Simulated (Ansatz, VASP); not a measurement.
## Two plane-wave programs on CsW3

File INCAR:

```
PREC = Accurate
ENCUT = 600
EDIFF = 1E-6
ISMEAR = 0
SIGMA = 0.1
LREAL = F
LASPH = T
NELM = 100
ALGO = Normal
ISIF = 3
LWAVE = F
LCHARG = F
GGA = PE
IBRION = 2
NSW = 100
EDIFFG = -0.01
```

KPOINTS

```
Automatic mesh
0
Gamma
  12 12 12
```

The input POSCAR:

```
CsW3
1.0
   -2.7519214389      2.7519214389      2.7519214389
    2.7519214389     -2.7519214389      2.7519214389
    2.7519214389      2.7519214389     -2.7519214389
Cs W
1 3
Direct
    0.0000000000      0.0000000000      0.0000000000
    0.0000000000      0.5000000000      0.5000000000
    0.5000000000      0.0000000000      0.5000000000
    0.5000000000      0.5000000000      0.0000000000
```

Input for Ansatz:

```yaml
crystal:
  lattice:
    - [-2.7519214389, 2.7519214389, 2.7519214389]
    - [2.7519214389, -2.7519214389, 2.7519214389]
    - [2.7519214389, 2.7519214389, -2.7519214389]
  atoms:
    - { symbol: Cs, position: [0.0, 0.0, 0.0] }
    - { symbol: W, position: [0.0, 0.5, 0.5] }
    - { symbol: W, position: [0.5, 0.0, 0.5] }
    - { symbol: W, position: [0.5, 0.5, 0.0] }
basis:
  ecutwfc: 420
kpoints:
  mp_grid: { grid: [12, 12, 12] }
hamiltonian:
  xc: pbe
scf:
  occupations: { method: gaussian, width: 0.1 }
output:
  forces: true
  stress: true
  eigenvalues: true
relax:
  adjacent_minimum: "off"
  f_tol: 0.01
  max_steps: 80
  cell: { stress_tol: 0.05 }
```

Alike in both runs: task relaxation of cell and atoms; functional PBE; k mesh 12 × 12 × 12; occupations gaussian, width 0.1 eV; no spin polarisation.

```csv
,VASP,Ansatz
version,VASP 6.6.1,Ansatz 0.2.0
potentials or method,"VASP PAW PBE potentials, release 64 (Cs_sv, W_sv), cutoff 600 eV","scalar-relativistic, plane waves, PAW"
valence electrons in the cell,51,51
```

|  | VASP | Ansatz | Ansatz less VASP |
| --- | --- | --- | --- |
| gap on the k mesh at the Fermi level, each at its own relaxed structure (eV) | none | none | - |
| relaxed volume (Å³/atom) | 21.13 | 20.82 | -0.314 |
| relaxed length of the cell vector where the two differ most in proportion (Å) | 4.789 | 4.765 | -0.0239 |

A gap of «none» marks a metal or a gap that the smearing closes.

Spin-orbit coupling is off throughout.
